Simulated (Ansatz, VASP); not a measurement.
## Mo in VASP and in Ansatz

```
Mo
1.0
     4.40066    0.00000    0.00000
    -2.20033    3.81108    0.00000
     0.00000    0.00000   12.07660
Mo
5
Direct
  0.83333 0.16667 0.37262
  0.16667 0.83333 0.43083
  0.50000 0.50000 0.50000
  0.83333 0.16667 0.56917
  0.16667 0.83333 0.62738
```

Alike in both runs: task single point; functional LDA; k mesh 9 × 9 × 1; occupations fermi-dirac, width 0.1 eV; no spin polarisation.

|  | VASP | Ansatz |
| --- | --- | --- |
| version | VASP 6.6.1 | Ansatz 0.2.0 |
| potentials or method | VASP PAW LDA potentials, release 64 (Mo_sv), cutoff 520 eV | all-electron LAPW, scalar-relativistic |

VASP gave:

| Property | Result |
| --- | --- |
| rms of the force components (eV/Å) | 0.074 |

Task: Which values does Ansatz return?

Result: rms of the force components (eV/Å): 0.004.

LDA's correlation is that of Perdew and Zunger in VASP and of Perdew and Wang (1992) in Ansatz. Atom by atom the forces differ by 0.070 eV/Å (rms over components). Ansatz ran all-electron here, and VASP with PAW potentials. Ansatz's warnings: vacuum density over bound.
